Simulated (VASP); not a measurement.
Write the native input for VASP 6.6.1 that does the following.

* Task: single point
* Functional: LDA
* Potentials or basis: VASP PAW LDA potentials, release 64 (As)
* Cutoff: 520 eV
* k mesh: 14 × 14 × 14
* Occupations: fermi-dirac, width 0.136057 eV
* Spin: no spin polarisation
* Dipole correction: no
* Further INCAR settings: ALGO = Normal; EDIFF = 1e-06; NBANDS = 8

The structure of As lies in POSCAR:

```
As
1.0
    0.0000000000      2.0871092412      2.0871092412
    2.0871092412      0.0000000000      2.0871092412
    2.0871092412      2.0871092412      0.0000000000
As
1
Direct
    0.0000000000      0.0000000000      0.0000000000
```

These files were run (other wordings do the same):

INCAR

```
SYSTEM = As
PREC     = Accurate       ! precision mode
ENCUT    = 520            ! plane-wave cutoff, eV
EDIFF    = 1E-6           ! SCF threshold, eV
ISMEAR   = -1             ! smearing method
SIGMA    = 0.13605693000000002 ! smearing width, eV
LREAL    = .False.        ! projectors in reciprocal space
LASPH    = .True.         ! aspherical terms in the spheres
NELM     = 60             ! most SCF steps
ALGO     = Normal         ! electronic algorithm
ISIF     = 2              ! what is computed and relaxed
LWAVE    = .False.        ! write WAVECAR
LCHARG   = .True.         ! write CHGCAR
GGA      = CA             ! functional
LELF     = .True.         ! ELF
LVHAR    = .True.       
NBANDS   = 8              ! bands
```

KPOINTS

```
Automatic mesh
0
Gamma
  14 14 14
  0 0 0
```

Potentials or basis: VASP PAW LDA potentials, release 64 (As).

Run with:

```bash
$ cat potpaw_LDA.64/As/POTCAR > POTCAR
$ mpirun -np 1 vasp_std > vasp.out
```

Results of the run:

The pressure is 0.0 GPa.

Run time: 7.5 s on 1 thread of AMD EPYC 9R45 96-Core Processor (Zen 5) (shared host), peak memory 0.1 GiB.
